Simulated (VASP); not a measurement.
# La2Zr3O (P6mm) in VASP: relaxation of cell and atoms with PBE

Aim: the relaxation of cell and atoms of La2Zr3O with PBE.

Program: VASP 6.6.1. These are calculated values, not measurements. Logs are shortened: lines on timing, memory, paths and dates and some standing lists are left out, and cuts for length are marked.

## (1) The cell of the first run

Symmetry: P6mm, No. 183, hexagonal system. The conventional cell has a = 5.781 Å, b = 5.781 Å, c = 4.270 Å, α = 90.00°, β = 90.00°, γ = 120.00°. Within 3.6 Å of La (site symmetry 3m) lie 6 Zr at 2.71 Å and 3 La at 3.34 Å and 3 O at 3.58 Å. Within 3.6 Å of Zr (site symmetry 2mm) lie 4 La at 2.71 Å and 4 Zr at 2.89 Å and 2 O at 3.01 Å. Within 4.0 Å of O (site symmetry 6mm) lie 6 Zr at 3.01 Å and 6 La at 3.58 Å.

The cell was built from a structure type or drawn by symmetry, and may not be a known phase.

## (2) Relaxation of cell and atoms, PBE

Contents of INCAR:

```
SYSTEM = La2Zr3O
PREC = Accurate
ENCUT = 600
EDIFF = 1E-7
ISMEAR = 0
SIGMA = 0.1
LREAL = .FALSE.
LASPH = .TRUE.
NELM = 60
ALGO = Normal
ISIF = 3
LWAVE = .FALSE.
LCHARG = .FALSE.
GGA = PE
IBRION = 2
NSW = 90
EDIFFG = -0.04
```

Contents of KPOINTS:

```
regular mesh
0
G
  3 3 4
  0 0 0
```

Contents of POSCAR:

```
La2Zr3O
1.0
    5.7807811300      0.0000000000      0.0000000000
   -2.8903905700      5.0063033200      0.0000000000
    0.0000000000      0.0000000000      4.2695786400
La Zr O
2 3 1
Direct
    0.6666666700      0.3333333300      0.4961477200
    0.3333333300      0.6666666700      0.4961477200
    0.0000000000      0.5000000000      0.9950230700
    0.5000000000      0.0000000000      0.9950230700
    0.5000000000      0.5000000000      0.9950230700
    0.0000000000      0.0000000000      0.1926302600
```

Potentials or basis: VASP PAW PBE potentials, release 64 (La, Zr_sv, O).

Started as:

```bash
$ cat potpaw_PBE.64/La/POTCAR potpaw_PBE.64/Zr_sv/POTCAR potpaw_PBE.64/O/POTCAR > POTCAR
$ mpirun -np 1 vasp_std > vasp.out
```

OUTCAR:

```text
SYSTEM = La2Zr3O
   PREC = Accurate
   ENCUT = 600
   EDIFF = 1E-7
   ISMEAR = 0
   LREAL = .FALSE.
   LASPH = .TRUE.
   NELM = 60
   ISIF = 3
   GGA = PE
   IBRION = 2
   NSW = 90
   EDIFFG = -0.04

 ion  position               nearest neighbor table
   1  0.667  0.333  0.496-   3 2.71   4 2.71   5 2.71   3 2.71   4 2.71   5 2.71   2 3.34   2 3.34
                             2 3.34
   2  0.333  0.667  0.496-   3 2.71   4 2.71   5 2.71   3 2.71   4 2.71   5 2.71   1 3.34   1 3.34
                             1 3.34
   3  0.000  0.500  0.995-   1 2.71   2 2.71   1 2.71   2 2.71   5 2.89   5 2.89   4 2.89   4 2.89

   4  0.500  0.000  0.995-   1 2.71   2 2.71   1 2.71   2 2.71   3 2.89   3 2.89   5 2.89   5 2.89

   5  0.500  0.500  0.995-   1 2.71   2 2.71   1 2.71   2 2.71   3 2.89   3 2.89   4 2.89   4 2.89

   6  0.000  0.000  0.193-

  LATTYP: Found a hexagonal cell.
 ALAT       =     5.7807811300
 C/A-ratio  =     0.7385816110

  Lattice vectors:

 A1 = (   5.7807811300,   0.0000000000,   0.0000000000)
 A2 = (  -2.8903905700,   5.0063033200,   0.0000000000)
 A3 = (   0.0000000000,   0.0000000000,   4.2695786400)

Analysis of symmetry for initial positions (statically):
=====================================================================
 Subroutine PRICEL returns:
 Original cell was already a primitive cell.

 Routine SETGRP: Setting up the symmetry group for a
 hexagonal supercell.

 Subroutine GETGRP returns: Found 12 space group operations
 (whereof 12 operations were pure point group operations)
 out of a pool of 24 trial point group operations.

The static configuration has the point symmetry C_6v.

Analysis of symmetry for dynamics (positions and initial velocities):
=====================================================================
 Subroutine PRICEL returns:
 Original cell was already a primitive cell.

 Routine SETGRP: Setting up the symmetry group for a
 hexagonal supercell.

 Subroutine GETGRP returns: Found 12 space group operations
 (whereof 12 operations were pure point group operations)
 out of a pool of 24 trial point group operations.

The dynamic configuration has the point symmetry C_6v.

 Subroutine INISYM returns: Found 12 space group operations
 (whereof 12 operations are pure point group operations),
 and found     1 'primitive' translations

----------------------------------------------------------------------------------------

[... 80 lines left out ...]
   LSORBIT =      F    spin-orbit coupling
   LASPH  =      T    aspherical Exc in radial PAW
   ENCUT  =  600.0 eV  44.10 Ry    6.64 a.u.  11.55 11.55  8.53*2*pi/ulx,y,z
   NELM   =     60;   NELMIN=  2; NELMDL= -5     # of ELM steps
   EDIFF  = 0.1E-06   stopping-criterion for ELM
   LREAL  =      F    real-space projection
   EDIFFG = -.4E-01   stopping-criterion for IOM
   NSW    =     90    number of steps for IOM
   IBRION =      2    ionic relax: 0-MD 1-quasi-New 2-CG
   NFREE  =      1    steps in history (QN), initial steepest desc. (CG)
   ISIF   =      3    stress and relaxation
   ISYM   =      2    0-nonsym 1-usesym 2-fastsym
   POTIM  = 0.5000    time-step for ionic-motion
   TEBEG  =    0.0;   TEEND  =   0.0 temperature during run
   PSTRESS=    0.0 pullay stress
   NELECT =      64.0000    total number of electrons
   NUPDOWN=      -1.0000    fix difference up-down
   EMIN   =  10.00;   EMAX   =-10.00  energy-range for DOS
   EFERMI =   0.00;   METHOD = LEGACY
   ISMEAR =     0;   SIGMA  =   0.10  broadening in eV -4-tet -1-fermi 0-gaus
   EFERMI_NEDOS =   21; number of points for ismear=-14 and -15
   IALGO  =     38    algorithm
   IMIX   =      4    mixing-type and parameters
     AMIX     =   0.40;   BMIX     =  1.00
     AMIX_MAG =   1.60;   BMIX_MAG =  1.00
  volume/ion in A,a.u.               =      20.59       138.97
  Fermi-wavevector in a.u.,A,eV,Ry     =   1.314736  2.484491 23.518092  1.728531
  Thomas-Fermi vector in A             =   2.444968
   LORBIT       =      0    0 simple, 1 ext, 2 COOP (PROOUT), +10 PAW based schemes
   GGA     = PE    functional components
   LHFCALC =     F    Hartree Fock is set to
   AEXX    =    0.0000 exact exchange contribution
   IVDW    =     0    specifies the selected vdW correction
   LEPSILON=     F    determine dielectric tensor
   LRPA    =     F    only Hartree local field effects (RPA)
 conjugate gradient relaxation of ions
 non-spin polarized calculation
 Gauss-broadening in eV      SIGMA  =   0.10
  energy-cutoff  :      600.00
  volume of cell :      123.56
 maximum number of plane-waves:      4145
 NGX is ok and might be reduce to    48
   NGX = 23   NGY = 23   NGZ = 17

--------------------------------------- Ionic step        1  -------------------------------------------

 number of electron      63.9999999 magnetization

 Free energy of the ion-electron system (eV)
  ---------------------------------------------------
  ext. energy  EPLUGINS =         0.00000000
  ---------------------------------------------------
  free energy    TOTEN  =       -32.18058284 eV

  energy without entropy =      -32.16426974  energy(sigma->0) =      -32.17242629

 E-fermi :   9.7543     XC(G=0): -10.9498

 val. band max:        9.5925504130   @ k =   0.0000   0.0000   0.5000
 cond. band min:       9.7657828536   @ k =   0.3333   0.3333   0.2500
 fundamental gap:      0.1732324406
 Fermi energy:         9.7543061924

 k-point     1 :       0.0000    0.0000    0.0000
  band No.  band energies     occupation
      1     -38.6217      2.00000
      2     -38.3617      2.00000
      3     -38.3617      2.00000
      4     -22.2468      2.00000
      5     -22.2294      2.00000
      6     -17.3852      2.00000
[... 471 lines left out ...]
  FREE ENERGIE OF THE ION-ELECTRON SYSTEM (eV)
  ---------------------------------------------------
  free  energy   TOTEN  =       -35.8026704045 eV

  energy  without entropy=      -35.7488185201  energy(sigma->0) =      -35.77574446

[... ionic steps 4 to 22 ...]

--------------------------------------- Ionic step       23  -------------------------------------------

 number of electron      64.0000014 magnetization

------------------------ aborting loop because EDIFF is reached ----------------------------------------
[... 75 lines left out ...]
--------------------------------------- Ionic step       25  -------------------------------------------

 number of electron      63.9999998 magnetization

 Free energy of the ion-electron system (eV)
  ---------------------------------------------------
  ext. energy  EPLUGINS =         0.00000000
  ---------------------------------------------------
  free energy    TOTEN  =       -37.40379716 eV

  energy without entropy =      -37.35105748  energy(sigma->0) =      -37.37742732

 E-fermi :   7.1505     XC(G=0):  -9.8667

 val. band max:        7.1338433915   @ k =   0.3333  -0.0000   0.0000
 cond. band min:       7.1580871076   @ k =   0.3333   0.3333   0.2500
 fundamental gap:      0.0242437162
 Fermi energy:         7.1505295604

 k-point     1 :       0.0000    0.0000    0.0000
  band No.  band energies     occupation
      1     -41.4345      2.00000
      2     -41.0874      2.00000
      3     -41.0874      2.00000
      4     -25.4951      2.00000
      5     -24.9830      2.00000
      6     -20.5601      2.00000
[... 391 lines left out ...]
  FREE ENERGIE OF THE ION-ELECTRON SYSTEM (eV)
  ---------------------------------------------------
  free  energy   TOTEN  =       -37.4037971639 eV

  energy  without entropy=      -37.3510574781  energy(sigma->0) =      -37.37742732

 reached required accuracy - stopping structural energy minimisation
```

It took 55 min on 1 thread of Intel Xeon 8259CL, shared host; peak memory 0.33 GiB.

Results:

```
Free energy                           : -37.4038 eV
Relaxed volume                        : 26.71 Å³/atom
Relaxed cell                          : a = 5.548 Å, b = 5.548 Å, c = 6.011 Å, α = 90.00°, β = 90.00°, γ = 120.00°
Space group after relaxing (to 0.1 Å) : P6/mmm (No. 191)
Energy gained by relaxing             : 870.5 meV/atom
Ionic steps                           : 25
Pressure after relaxing               : 0.0 GPa
Largest force after relaxing          : 0.020 eV/Å
Band gap on the k mesh                : zero (bands 32 and 33 overlap by 0.59 eV)
```

Forces in eV/Å, atoms in the order of the input:
```
La   0.000  0.000 -0.011
La   0.000  0.000 -0.011
Zr   0.000  0.000  0.014
Zr   0.000  0.000  0.014
Zr   0.000  0.000  0.014
O    0.000  0.000 -0.020
```

Step by step:
| step | energy change (eV) | largest force (eV/Å) | pressure (GPa) | volume (Å³) |
| --- | --- | --- | --- | --- |
| 1 | 0.0000 | 0.9128 | 22.21 | 123.56 |
| 2 | -3.6021 | 0.8443 | -3.52 | 180.12 |
| 3 | -3.6221 | 0.8981 | -1.94 | 171.66 |
| 4 | -3.6269 | 0.8740 | -2.69 | 175.46 |
| 5 | -4.1766 | 0.9721 | -1.61 | 167.40 |
| 6 | -4.4123 | 1.1655 | 0.56 | 159.39 |
| 7 | -4.4135 | 1.1954 | 0.91 | 158.40 |
| 8 | -4.5303 | 1.2112 | 0.22 | 160.72 |
| 9 | -4.7939 | 1.1146 | -1.86 | 167.69 |
| 10 | -4.6603 | 0.0841 | -5.72 | 181.62 |
| 11 | -4.8899 | 0.8899 | -3.04 | 171.47 |
| 12 | -4.9483 | 0.8103 | -2.83 | 170.42 |
| 13 | -5.0883 | 0.5259 | -2.13 | 167.31 |
| 14 | -5.1598 | 0.2347 | -0.35 | 161.18 |
| 15 | -5.1723 | 0.0741 | -0.95 | 163.02 |
| 16 | -5.1932 | 0.0829 | -0.57 | 161.90 |
| 17 | -5.2116 | 0.1540 | 0.16 | 159.80 |
| 18 | -5.2122 | 0.1702 | 0.30 | 159.38 |
| 19 | -5.2160 | 0.1547 | 0.09 | 159.99 |
| 20 | -5.2187 | 0.1281 | -0.28 | 161.09 |
| 21 | -5.2206 | 0.1081 | -0.04 | 160.56 |
| 22 | -5.2214 | 0.0892 | 0.03 | 160.05 |
| 23 | -5.2214 | 0.0828 | 0.08 | 159.88 |
| 24 | -5.2222 | 0.0645 | 0.05 | 159.98 |
| 25 | -5.2232 | 0.0202 | -0.02 | 160.25 |

Final structure:
```cif
data_structure
_symmetry_space_group_name_H-M 'P 1'
_symmetry_Int_Tables_number 1
_cell_length_a 5.5482
_cell_length_b 5.5482
_cell_length_c 6.0111
_cell_angle_alpha 90.000
_cell_angle_beta 90.000
_cell_angle_gamma 120.000
_cell_volume 160.25
loop_
_atom_site_label
_atom_site_type_symbol
_atom_site_fract_x
_atom_site_fract_y
_atom_site_fract_z
_atom_site_occupancy
La1 La 0.66667 0.33333 0.52860 1
La2 La 0.33333 0.66667 0.52860 1
Zr1 Zr 0.00000 0.50000 0.02773 1
Zr2 Zr 0.50000 0.00000 0.02773 1
Zr3 Zr 0.50000 0.50000 0.02773 1
O1 O 0.00000 0.00000 0.02960 1
```

Caveat: the k points lie up to 0.44 Å⁻¹ apart in the final cell, too coarse for converged energies and pressures of a metal; the volume moved by over 15 % at a fixed basis, so the end points are rough; spin-orbit coupling is left out, which moves the levels of the heavy elements.
